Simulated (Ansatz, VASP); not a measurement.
# One calculation of BaTiO3, two programs

```
Ba Ti O
1.0
     2.83991    1.63962    2.33169
    -2.83991    1.63962    2.33169
     0.00000   -3.27925    2.33169
Ba Ti O
1 1 3
Direct
  0.00128 0.00128 0.00128
  0.51476 0.51476 0.51476
  0.48821 0.97863 0.48821
  0.48821 0.48821 0.97863
  0.97863 0.48821 0.48821
```

Alike in both runs: task single point; functional r2SCAN; k mesh 6 × 6 × 6; occupations gaussian, width 0.02 eV; no spin polarisation.

|  | VASP | Ansatz |
| --- | --- | --- |
| version | VASP 6.6.1 | Ansatz 0.2.0 |
| potentials or method | VASP PAW PBE potentials, release 64 (Ba_sv, Ti_sv, O), cutoff 520 eV | scalar-relativistic, plane waves, PAW |
| valence electrons in the cell | 40 | 40 |

|  | VASP | Ansatz | Ansatz less VASP |
| --- | --- | --- | --- |
| gap on the k mesh at the Fermi level (eV) | 2.85 | 2.87 | +0.020 |
| least direct gap on the mesh (eV) | 3.31 | 3.29 | -0.019 |
| pressure (GPa) | 1.9 | 0.0 | -1.92 |
| traceless stress, the component that is largest in VASP (GPa) | -0.12 | -0.02 | +0.100 |
| rms of the force components (eV/Å) | 0.065 | 0.001 | -0.0642 |

VASP's potentials were made for PBE, not for r2SCAN. Atom by atom the forces differ by 0.064 eV/Å (rms over components).

Neither program's run includes spin-orbit coupling.
